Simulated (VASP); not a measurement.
# TaN: single point with PBE

TaN:

```xyz
2
Lattice="0.0000 2.2749 2.1755 2.2749 0.0000 2.1755 2.2749 2.2749 0.0000" Properties=species:S:1:pos:R:3 pbc="T T T"
Ta    2.2749    2.2749    2.1755
N     0.0000    0.0000    0.0000
```

This cell differs from its parent crystal: strain +0.030 along x and y, -0.015 along z.

```
Program                : VASP 6.6.1
Task                   : single point
Functional             : PBE
Potentials or basis    : VASP PAW PBE potentials, release 64 (Ta_pv, N)
Cutoff                 : 520 eV
k mesh                 : 24 × 24 × 24
Occupations            : gaussian, width 0.15 eV
Spin                   : no spin polarisation
Dipole correction      : no
Further INCAR settings : ALGO = Normal; EDIFF = 1e-06; NBANDS = 15
```

```yaml
Pressure: -11.1 GPa
Band_gap_on_the_k_mesh: zero (band 8 reaches 10.44 eV, above the bottom of band 9 at 6.80 eV)
```

Stress tensor (GPa, compression positive):
```
-18.28   0.00   0.00
  0.00 -18.28   0.00
  0.00   0.00   3.37
```

Levels at points of the mesh, in eV from the Fermi level:
| k point | band 4 | band 5 | band 6 | band 7 | band 8 | band 9 | band 10 | band 11 | band 12 | band 13 |
| --- | --- | --- | --- | --- | --- | --- | --- | --- | --- | --- |
| (0.00, 0.00, 0.00) | -18.40 | -3.71 | -3.71 | -3.55 | -2.10 | -2.10 | -1.61 | -0.23 | -0.18 | 1.62 |
| (0.50, 0.00, 0.00) | -15.68 | -9.90 | -7.19 | -7.19 | 1.53 | 1.92 | 1.93 | 3.63 | 6.44 | 7.31 |
| (0.50, 0.50, 0.00) | -17.14 | -6.21 | -5.13 | -4.63 | -4.63 | 1.98 | 3.24 | 3.24 | 4.02 | 6.46 |
| (0.50, 0.00, 0.50) | -17.19 | -6.64 | -5.04 | -4.48 | -4.35 | 1.79 | 2.97 | 3.47 | 4.07 | 6.17 |

Run time: 99 s on 1 thread of Intel(R) Xeon(R) 6975P-C (Granite Rapids), on a shared host, peak memory 0.44 GiB.

Caveat: the cell differs from its parent crystal (strain +0.030 along x and y, -0.015 along z); spin-orbit coupling is left out, which moves the levels of the heavy elements.
